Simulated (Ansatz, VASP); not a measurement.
**One calculation of Ga2O3, two programs**

```xyz
10
Lattice="2.4923 1.4389 4.4802 -2.4923 1.4389 4.4802 0.0000 -2.8779 4.4802" Properties=species:S:1:pos:R:3 pbc="T T T"
Ga    0.0000    0.0000   11.4975
Ga    0.0000    0.0000    8.6635
Ga    0.0000    0.0000    1.9432
Ga    0.0000    0.0000    4.7771
O    -0.9789   -1.4389    5.6003
O     1.7356   -0.1283    5.6003
O    -0.7567    1.5672    5.6003
O     0.9789    1.4389    7.8404
O    -1.7356    0.1283    7.8404
O     0.7567   -1.5672    7.8404
```

Alike in both runs: functional r2SCAN; k mesh 6 × 6 × 6; occupations gaussian, width 0.02 eV; no spin polarisation.

Ansatz relaxed the structure, and its values are those at the end. VASP's run is a single point on that final structure, the one shown.

```csv
,VASP,Ansatz
version,VASP 6.6.1,Ansatz 0.2.0
potentials or method,"VASP PAW PBE potentials, release 64 (Ga_d, O), cutoff 520 eV","scalar-relativistic, plane waves, PAW"
valence electrons in the cell,88,88
```

|  | VASP | Ansatz | Ansatz less VASP |
| --- | --- | --- | --- |
| gap on the k mesh at the Fermi level (eV) | 3.54 | 3.56 | +0.018 |
| least direct gap on the mesh (eV) | 3.81 | 3.82 | +0.013 |
| pressure (GPa) | 1.9 | 0.0 | -1.93 |
| rms of the force components (eV/Å) | 0.021 | 0.001 | -0.0205 |

VASP's potentials were made for PBE, not for r2SCAN. The functional is the same, so the differences come from potentials, cutoffs and numerics.
